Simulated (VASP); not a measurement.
# Se (P6_3/mmc) in VASP: further runs

The runs below take Se through single point, relaxation of shape and atoms at fixed volume, with PBEsol.

All numbers are computed with VASP 6.6.1; they aren't measurements. Logs are shortened: lines on timing, memory, paths and dates and some standing lists are left out, and cuts for length are marked.

### 1 The cell of the first run

Symmetry: P6_3/mmc, No. 194, hexagonal system. Conventional cell: a = 3.422 Å, b = 3.422 Å, c = 3.809 Å, α = 90.00°, β = 90.00°, γ = 120.00°. Se (site symmetry -6m2) has 12 Se at 2.74 to 3.42 Å within 3.6 Å.

This isn't the form of Se at room conditions, which is trigonal, of chains.

### 2 Single point, PBEsol

Contents of INCAR:

```
SYSTEM = Se
PREC = Accurate
ENCUT = 520
EDIFF = 1E-7
ISMEAR = -1
SIGMA = 0.1
LREAL = .FALSE.
LASPH = .TRUE.
NELM = 80
ALGO = Normal
ISIF = 2
LWAVE = .FALSE.
LCHARG = .TRUE.
GGA = PS
LELF = .TRUE.
LVHAR = .TRUE.
NBANDS = 13
```

Contents of KPOINTS:

```
regular mesh
0
G
  14 14 8
  0 0 0
```

Contents of POSCAR:

```
Se
1.0
    3.4215344625      0.0000000000      0.0000000000
   -1.7107672312      2.9631357644      0.0000000000
    0.0000000000      0.0000000000      3.8085760004
Se
2
Direct
    0.3333333333      0.6666666667      0.2500000000
    0.6666666667      0.3333333333      0.7500000000
```

Potentials or basis: VASP PAW PBE potentials, release 64 (Se).

Run with:

```
$ cat potpaw_PBE.64/Se/POTCAR > POTCAR
$ mpirun -np 1 vasp_std > vasp.out
```

OUTCAR:

```text
SYSTEM = Se
   PREC = Accurate
   ENCUT = 520
   EDIFF = 1E-7
   ISMEAR = -1
   LREAL = .FALSE.
   LASPH = .TRUE.
   NELM = 80
   ISIF = 2
   GGA = PS

 ion  position               nearest neighbor table
   1  0.333  0.667  0.250-   2 2.74   2 2.74   2 2.74   2 2.74   2 2.74   2 2.74
   2  0.667  0.333  0.750-   1 2.74   1 2.74   1 2.74   1 2.74   1 2.74   1 2.74

  LATTYP: Found a hexagonal cell.
 ALAT       =     3.4215344625
 C/A-ratio  =     1.1131192867

  Lattice vectors:

 A1 = (   3.4215344625,   0.0000000000,   0.0000000000)
 A2 = (  -1.7107672312,   2.9631357644,   0.0000000000)
 A3 = (   0.0000000000,   0.0000000000,   3.8085760004)

Analysis of symmetry for initial positions (statically):
=====================================================================
 Subroutine PRICEL returns:
 Original cell was already a primitive cell.

 Routine SETGRP: Setting up the symmetry group for a
 hexagonal supercell.

 Subroutine GETGRP returns: Found 24 space group operations
 (whereof 12 operations were pure point group operations)
 out of a pool of 24 trial point group operations.

The static configuration has the point symmetry D_3d.
 The point group associated with its full space group is D_6h.

Analysis of symmetry for dynamics (positions and initial velocities):
=====================================================================
 Subroutine PRICEL returns:
 Original cell was already a primitive cell.

 Routine SETGRP: Setting up the symmetry group for a
 hexagonal supercell.

 Subroutine GETGRP returns: Found 24 space group operations
 (whereof 12 operations were pure point group operations)
 out of a pool of 24 trial point group operations.

The dynamic configuration has the point symmetry D_3d.
 The point group associated with its full space group is D_6h.

 Subroutine INISYM returns: Found 24 space group operations
 (whereof 12 operations are pure point group operations),
 and found     1 'primitive' translations

----------------------------------------------------------------------------------------

                                     Primitive cell

  volume of cell :      38.6131

  direct lattice vectors                    reciprocal lattice vectors
     3.421534462  0.000000000  0.000000000     0.292266529  0.168740159  0.000000000
    -1.710767231  2.963135764  0.000000000     0.000000000  0.337480318  0.000000000
     0.000000000  0.000000000  3.808576000     0.000000000  0.000000000  0.262565326

  length of vectors
[... 86 lines left out ...]
   IBRION =     -1    ionic relax: 0-MD 1-quasi-New 2-CG
   NFREE  =      0    steps in history (QN), initial steepest desc. (CG)
   ISIF   =      2    stress and relaxation
   ISYM   =      2    0-nonsym 1-usesym 2-fastsym
   POTIM  = 0.5000    time-step for ionic-motion
   TEBEG  =    0.0;   TEEND  =   0.0 temperature during run
   PSTRESS=    0.0 pullay stress
   NELECT =      12.0000    total number of electrons
   NUPDOWN=      -1.0000    fix difference up-down
   EMIN   =  10.00;   EMAX   =-10.00  energy-range for DOS
   EFERMI =   0.00;   METHOD = LEGACY
   ISMEAR =    -1;   SIGMA  =   0.10  broadening in eV -4-tet -1-fermi 0-gaus
   EFERMI_NEDOS =   21; number of points for ismear=-14 and -15
   IALGO  =     38    algorithm
   IMIX   =      4    mixing-type and parameters
     AMIX     =   0.40;   BMIX     =  1.00
     AMIX_MAG =   1.60;   BMIX_MAG =  1.00
  volume/ion in A,a.u.               =      19.31       130.29
  Fermi-wavevector in a.u.,A,eV,Ry     =   1.108894  2.095507 16.730362  1.229647
  Thomas-Fermi vector in A             =   2.245427
   LORBIT       =      0    0 simple, 1 ext, 2 COOP (PROOUT), +10 PAW based schemes
   GGA     = PS    functional components
   LHFCALC =     F    Hartree Fock is set to
   AEXX    =    0.0000 exact exchange contribution
   IVDW    =     0    specifies the selected vdW correction
   LEPSILON=     F    determine dielectric tensor
   LRPA    =     F    only Hartree local field effects (RPA)
 non-spin polarized calculation
  energy-cutoff  :      520.00
  volume of cell :       38.61
 maximum number of plane-waves:      1056
 NGX is ok and might be reduce to    28
   NGX = 13   NGY = 13   NGZ = 15

 number of electron      12.0000001 magnetization

 Free energy of the ion-electron system (eV)
  ---------------------------------------------------
  ext. energy  EPLUGINS =         0.00000000
  ---------------------------------------------------
  free energy    TOTEN  =        -7.11561328 eV

  energy without entropy =       -7.08407026  energy(sigma->0) =       -7.09984177

 E-fermi :   6.2908     XC(G=0): -10.8568

 val. band max:        6.2660404878   @ k =   0.1429   0.0000   0.3750
 cond. band min:       6.3117733668   @ k =   0.5000   0.0000   0.3750
 fundamental gap:      0.0457328790
 Fermi energy:         6.2907554055

 k-point     1 :       0.0000    0.0000    0.0000
  band No.  band energies     occupation
      1     -10.8837      2.00000
      2      -3.8337      2.00000
      3       0.2430      2.00000
      4       4.2165      2.00000
      5       4.2165      2.00000
      6       7.4988      0.00001
      7       7.4988      0.00001
      8      10.1656      0.00000
      9      10.5808      0.00000
     10      14.0574      0.00000
     11      16.5315      0.00000
     12      16.5315      0.00000
     13      18.3473      0.00000
[... 354 lines left out ...]
  band No.  band energies     occupation
      1      -7.6150      2.00000
      2      -7.0588      2.00000
      3      -0.4834      2.00000
      4       3.7545      2.00000
      5       4.0639      2.00000
      6       4.4260      2.00000
      7       4.6765      2.00000
      8       7.3142      0.00007
      9      12.4629      0.00000
     10      13.9108      0.00000
     11      15.7581      0.00000
     12      16.1756      0.00000
     13      22.5981      0.00000

 [... further k-points ...]
[... 5 lines left out ...]
  --------------------------------------------------------------------------------------
  -------------------------------------------------------------------------------------
  Total        1.6095754      1.6095754      1.6230464      0.0000000     -0.0000000      0.0000000
  in kB       66.7862102     66.7862102     67.3451651      0.0000000     -0.0000000      0.0000000
  external PRESSURE =      66.9725285 kB  Pullay stress =       0.0000000 kB

 VOLUME and BASIS-vectors are now :
 -----------------------------------------------------------------------------
  energy-cutoff  :      520.00
  volume of cell :       38.61
      direct lattice vectors                 reciprocal lattice vectors
     3.421534462  0.000000000  0.000000000     0.292266529  0.168740159  0.000000000
    -1.710767231  2.963135764  0.000000000     0.000000000  0.337480318  0.000000000
     0.000000000  0.000000000  3.808576000     0.000000000  0.000000000  0.262565326

 POSITION                                       TOTAL-FORCE (eV/Angst)
 -----------------------------------------------------------------------------------
     -0.00000      1.97542      0.95214        -0.000000     -0.000000      0.000000
      1.71077      0.98771      2.85643         0.000000      0.000000      0.000000
 -----------------------------------------------------------------------------------
    total drift:                               -0.000000      0.000000      0.000000

  FREE ENERGIE OF THE ION-ELECTRON SYSTEM (eV)
  ---------------------------------------------------
  free  energy   TOTEN  =        -7.1156132793 eV

  energy  without entropy=       -7.0840702588  energy(sigma->0) =       -7.09984177
```

stdout:

```text
POSCAR found type information on POSCAR Se
 POSCAR found :  1 types and       2 ions
 scaLAPACK will be used
 -----------------------------------------------------------------------------
|                                                                             |
|                                                                             |
|     You enforced a specific xc type in the INCAR file but a different       |
|     I HOPE YOU KNOW WHAT YOU ARE DOING!                                     |
|                                                                             |
 -----------------------------------------------------------------------------

 LDA part: xc-table for (Slater+PW92), standard interpolation
 POSCAR, INCAR and KPOINTS ok, starting setup
 FFT: planning ... GRIDC
 FFT: planning ... GRID_SOFT
 FFT: planning ... GRID
 WAVECAR not read
 entering main loop
```

It took 26 s on 1 thread of AMD EPYC 9R45 (Zen 5), shared host; peak memory 0.15 GiB.

Results:

| Quantity | Value |
| --- | --- |
| Free energy | -7.1156 eV |
| Pressure | 6.7 GPa |
| Band gap on the k mesh | zero (bands 6 and 7 overlap by 2.82 eV) |

Caveat: the cell stands under pressure; the PAW data sets were made with another functional, which shifts forces and pressure a little.

### 3 Single point, PBEsol

This run uses another cell than the first one, of 20.99 Å³/atom.

Contents of INCAR:

```
  PREC = Accurate
  ENCUT = 520
  EDIFF = 1E-6
  ISMEAR = -1
  SIGMA = 0.1
  LREAL = F
  LASPH = T
  NELM = 80
  ALGO = Normal
  ISIF = 2
  LWAVE = F
  LCHARG = F
  GGA = PS
  NBANDS = 13
```

Contents of KPOINTS:

```
regular mesh
0
Gamma
  14 14 8
```

Contents of POSCAR:

```
Se
1.0
    3.5624691049      0.0000000000      0.0000000000
   -1.7812345525      3.0851887451      0.0000000000
    0.0000000000      0.0000000000      3.8186901682
Se
2
Direct
    0.3333333333      0.6666666667      0.2500000000
    0.6666666667      0.3333333333      0.7500000000
```

Potentials or basis: VASP PAW PBE potentials, release 64 (Se).

Run with:

```
$ cat potpaw_PBE.64/Se/POTCAR > POTCAR
$ mpirun -np 1 vasp_std > vasp.out
```

Run time: 21 s. Hardware: 1 thread of AMD EPYC 9R45 (Zen 5), shared host; peak memory 0.16 GiB.

The run converged. Its results:

- Free energy: -7.1819 eV
- Pressure: 0.1 GPa
- Band gap on the k mesh: zero (bands 6 and 7 overlap by 2.38 eV)

Levels at points of the mesh, in eV from the Fermi level:
```
           k point  band 2  band 3  band 4  band 5  band 6  band 7  band 8  band 9  band 10  band 11
(0.00, 0.00, 0.00)  -10.12   -5.26   -2.21   -2.21    0.98    0.98    3.73    3.98     7.33    10.08
(0.50, 0.00, 0.00)  -12.53   -4.44   -3.93   -3.00   -0.95   -0.74    2.44    3.83     9.67     9.71
(0.00, 0.00, 0.50)  -14.26   -0.88   -0.88   -0.52   -0.52   -0.52   -0.52    8.18     8.18     8.18
(0.50, 0.00, 0.50)  -12.97   -6.62   -6.62   -1.68   -1.68    1.14    1.14    8.86     8.86    13.86
```

Caveat: the PAW data sets were made with another functional, which shifts forces and pressure a little.

### 4 Single point, PBEsol (20.99 Å³/atom)

This run uses another cell than the first one, of 20.99 Å³/atom.

Contents of INCAR:

```
SYSTEM = Se
PREC = Accurate ; ENCUT = 520
EDIFF = 1E-6 ; ISMEAR = -1
SIGMA = 0.1 ; LREAL = .False.
LASPH = .True. ; NELM = 60
ALGO = Normal ; ISIF = 2
LWAVE = .False. ; LCHARG = .True.
GGA = PS ; LELF = .True.
LVHAR = .True. ; NBANDS = 13
```

Contents of KPOINTS:

```
Automatic mesh
0
Gamma
  14 14 8
  0 0 0
```

POSCAR is that of step 3.

Run with:

```
$ cat potpaw_PBE.64/Se/POTCAR > POTCAR
$ mpirun -np 1 vasp_std > vasp.out
```

Run time: 53 s. Hardware: 1 thread of Intel Xeon 8259CL, shared host; peak memory 0.19 GiB.

It converged, with:

| Property | Result |
| --- | --- |
| Free energy | -7.1819 eV |
| Pressure | 0.1 GPa |
| Band gap on the k mesh | zero (bands 6 and 7 overlap by 2.38 eV) |

Levels at points of the mesh, in eV from the Fermi level:
```tsv
k point	band 3	band 4	band 5	band 6	band 7	band 8	band 9	band 10
(0.00, 0.00, 0.00)	-5.26	-2.21	-2.21	0.98	0.98	3.73	3.98	7.33
(0.50, 0.00, 0.00)	-4.44	-3.93	-3.00	-0.95	-0.74	2.44	3.83	9.67
(0.00, 0.00, 0.50)	-0.88	-0.88	-0.52	-0.52	-0.52	-0.52	8.18	8.18
(0.50, 0.00, 0.50)	-6.62	-6.62	-1.68	-1.68	1.14	1.14	8.86	8.86
```

Caveat: the PAW data sets were made with another functional, which shifts forces and pressure a little.

### 5 Relaxation of shape and atoms at fixed volume, PBEsol

This run uses another cell than the first one, of 9.44 Å³/atom.

Contents of INCAR:

```
SYSTEM = Se
PREC = Accurate ; ENCUT = 600
EDIFF = 1E-6 ; ISMEAR = -1
SIGMA = 0.1 ; LREAL = .False.
LASPH = .True. ; NELM = 60
ALGO = Normal ; ISIF = 4
LWAVE = .False. ; LCHARG = .False.
GGA = PS ; IBRION = 2
NSW = 50 ; EDIFFG = -0.005
```

KPOINTS is that of step 4.

Contents of POSCAR:

```
Se
1.0
    2.7299536777      0.0000000000      0.0000000000
   -1.3649768389      2.3642092361      0.0000000000
    0.0000000000      0.0000000000      2.9262982953
Se
2
Direct
    0.3333333333      0.6666666667      0.2500000000
    0.6666666667      0.3333333333      0.7500000000
```

Run with:

```
$ cat potpaw_PBE.64/Se/POTCAR > POTCAR
$ mpirun -np 1 vasp_std > vasp.out
```

Run time: 63 s. Hardware: 1 thread of Intel Xeon 8259CL, shared host; peak memory 0.16 GiB.

It converged, with:

```yaml
Free_energy: 2.8016 eV
Energy_gained_by_relaxing: 1149.4 meV/atom
Ionic_steps: 5
Pressure_after_relaxing: 292.0 GPa
Band_gap_on_the_k_mesh: zero (bands 6 and 7 overlap by 11.84 eV)
```

The path:
```tsv
step	energy change (eV)	largest force (eV/Å)	pressure (GPa)	volume (Å³)
1	0.0000	0.0000	337.74	18.89
2	-2.2607	0.0000	294.21	18.89
3	-2.2913	0.0000	290.89	18.89
4	-2.2974	0.0000	291.60	18.89
5	-2.2988	0.0000	292.03	18.89
```

Final structure:
```
Se
1.0
     2.42223    0.00000    0.00000
    -1.21111    2.09771    0.00000
     0.00000    0.00000    3.71706
Se
2
Direct
  0.33333 0.66667 0.25000
  0.66667 0.33333 0.75000
```

Levels at points of the mesh, in eV from the Fermi level:
| k point | band 3 | band 4 | band 5 | band 6 | band 7 | band 8 | band 9 | band 10 |
| --- | --- | --- | --- | --- | --- | --- | --- | --- |
| (0.00, 0.00, 0.00) | -15.49 | 3.59 | 3.59 | 7.02 | 7.02 | 10.65 | 11.46 | 11.92 |
| (0.50, 0.00, 0.00) | -8.39 | -7.92 | -7.69 | -4.91 | -3.19 | 2.27 | 5.56 | 10.63 |
| (0.00, 0.00, 0.50) | -2.32 | -2.32 | 5.75 | 5.75 | 5.75 | 5.75 | 11.82 | 11.82 |
| (0.50, 0.00, 0.50) | -14.55 | -14.55 | -0.37 | -0.37 | 2.42 | 2.42 | 5.94 | 5.94 |

Caveat: a cell axis changed by over 15 % at a fixed basis, so the end point is rough; the PAW data sets were made with another functional, which shifts forces and pressure a little.

(Part 1 of 2 ends here.)
